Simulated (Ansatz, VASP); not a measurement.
Two plane-wave programs on BN

Contents of INCAR:

```
SYSTEM = BN
ALGO = Normal ; EDIFF = 1E-6
ENCUT = 520 ; GGA = PE
ISIF = 2 ; ISMEAR = 0
LASPH = .True. ; LCHARG = .True.
LELF = .True. ; LREAL = .False.
LVHAR = .True. ; LWAVE = .False.
NBANDS = 36 ; NELM = 60
PREC = Accurate ; SIGMA = 0.05
```

Contents of KPOINTS:

```
k-points
0
Gamma
  10 10 2
  0 0 0
```

The input POSCAR:

```
BN
1.0
    1.8130010000     -1.8130010000      0.0000000000
    1.8130010000      0.0000000000     -1.8130010000
    9.3670509666      6.1944805167      6.1944805167
B N
6 6
Direct
    0.6302298600      0.6302298600      0.0624666667
   -0.5225201400     -0.5225201400      0.8958000000
    0.1996798600      0.1996798600      0.2291333333
    0.3385798600      0.3385798600      0.5624666667
   -0.2308701400     -0.2308701400      0.3958000000
   -0.0919701400     -0.0919701400      0.7291333333
    0.4114923600      0.4114923600      0.4374666667
    0.8420423600      0.8420423600      0.2708000000
   -0.0190576400     -0.0190576400      0.6041333333
    0.1198423600      0.1198423600      0.9374666667
   -0.4496076400     -0.4496076400      0.7708000000
    0.2725923600      0.2725923600      0.1041333333
```

Input for Ansatz:

```yaml
crystal:
  lattice:
    - [1.813001, -1.813001, 0.0]
    - [1.813001, 0.0, -1.813001]
    - [9.3670509666, 6.1944805167, 6.1944805167]
  atoms:
    - { symbol: B, position: [0.63022986, 0.63022986, 0.0624666667] }
    - { symbol: B, position: [-0.52252014, -0.52252014, 0.8958] }
    - { symbol: B, position: [0.19967986, 0.19967986, 0.2291333333] }
    - { symbol: B, position: [0.33857986, 0.33857986, 0.5624666667] }
    - { symbol: B, position: [-0.23087014, -0.23087014, 0.3958] }
    - { symbol: B, position: [-0.09197014, -0.09197014, 0.7291333333] }
    - { symbol: "N", position: [0.41149236, 0.41149236, 0.4374666667] }
    - { symbol: "N", position: [0.84204236, 0.84204236, 0.2708] }
    - { symbol: "N", position: [-0.01905764, -0.01905764, 0.6041333333] }
    - { symbol: "N", position: [0.11984236, 0.11984236, 0.9374666667] }
    - { symbol: "N", position: [-0.44960764, -0.44960764, 0.7708] }
    - { symbol: "N", position: [0.27259236, 0.27259236, 0.1041333333] }
basis:
  ecutwfc: 420
kpoints:
  mp_grid: { grid: [10, 10, 2] }
hamiltonian:
  xc: pbe
scf:
  occupations: { method: gaussian, width: 0.05 }
output:
  forces: true
  stress: true
  eigenvalues: true
```

Alike in both runs: task single point; functional PBE; k mesh 10 × 10 × 2; occupations gaussian, width 0.05 eV; no spin polarisation.

|  | VASP | Ansatz |
| --- | --- | --- |
| version | VASP 6.6.1 | Ansatz 0.2.0 |
| potentials or method | VASP PAW PBE potentials, release 64 (B, N), cutoff 520 eV | scalar-relativistic, plane waves, PAW |
| valence electrons in the cell | 48 | 48 |

```tsv
	VASP	Ansatz	Ansatz less VASP
gap on the k mesh at the Fermi level (eV)	2.56	2.56	+0.003
least direct gap on the mesh (eV)	3.98	3.98	+0.004
pressure (GPa)	-0.4	-0.6	-0.22
traceless stress, the component that is largest in VASP (GPa)	7.21	7.23	+0.020
rms of the force components (eV/Å)	0.420	0.422	+0.0017
```

Atom by atom the forces differ by 0.003 eV/Å (rms over components). With one functional, cell and mesh, what is left measures potentials, basis and numerics.
